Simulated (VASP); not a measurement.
Input of a VASP 6.6.1 run:

File INCAR:

```
PREC = Accurate
ENCUT = 600
EDIFF = 1E-6
ISMEAR = 0
SIGMA = 0.1
LREAL = False
LASPH = True
NELM = 80
ALGO = Normal
ISIF = 3
LWAVE = False
LCHARG = False
GGA = PE
IBRION = 2
NSW = 90
EDIFFG = -0.04
```

Contents of KPOINTS:

```
Automatic mesh
0
Gamma
  6 6 6
```

POSCAR

```
Cu
1.0
   -1.8934838100      1.8934838100      2.4644848400
    1.8934838100     -1.8934838100      2.4644848400
    1.8934838100      1.8934838100     -2.4644848400
Cu
3
Direct
    0.7500000000      0.2500000000      0.5000000000
    0.2500000000      0.7500000000      0.5000000000
    0.5000000000      0.5000000000      0.0000000000
```

Potentials or basis: VASP PAW PBE potentials, release 64 (Cu).

The run is started by

```console
$ cat potpaw_PBE.64/Cu/POTCAR > POTCAR
$ mpirun -np 1 vasp_std > vasp.out
```

Task: Estimate the band gap on the k mesh.

Result: Zero (an odd number of electrons rules out a gap without spin polarisation).

Task: What does it give for the relaxed volume?

Result: 14.43 Å³/atom.

Task: What does it give for the space group after relaxing (to 0.1 Å)?

Result: I4/mmm (No. 139).

Task: Estimate the relaxed cell.

Result: a = 3.877 Å, b = 3.877 Å, c = 3.877 Å, α = 116.14°, β = 116.14°, γ = 96.82°.

The path:
| step | energy change (eV) | largest force (eV/Å) | pressure (GPa) | volume (Å³) |
| --- | --- | --- | --- | --- |
| 1 | 0.0000 | 0.0000 | 32.63 | 35.34 |
| 2 | -0.4840 | 0.0000 | -9.23 | 49.09 |
| 3 | -0.6719 | 0.0000 | 0.00 | 43.30 |
| 4 | -0.6717 | 0.0000 | -0.33 | 43.47 |
| 5 | -0.6731 | 0.0000 | 0.05 | 43.29 |
| 6 | -0.6741 | 0.0000 | 0.56 | 43.07 |
| 7 | -0.6742 | 0.0000 | 0.87 | 42.96 |
| 8 | -0.6749 | 0.0000 | 0.89 | 42.99 |
| 9 | -0.6761 | 0.0000 | 0.59 | 43.09 |
| 10 | -0.6748 | 0.0000 | 0.10 | 43.28 |
| 11 | -0.6763 | 0.0000 | 0.60 | 43.14 |
| 12 | -0.6766 | 0.0000 | 0.33 | 43.28 |

Caveat: the volume moved by over 15 % at a fixed basis, so the end points are rough.
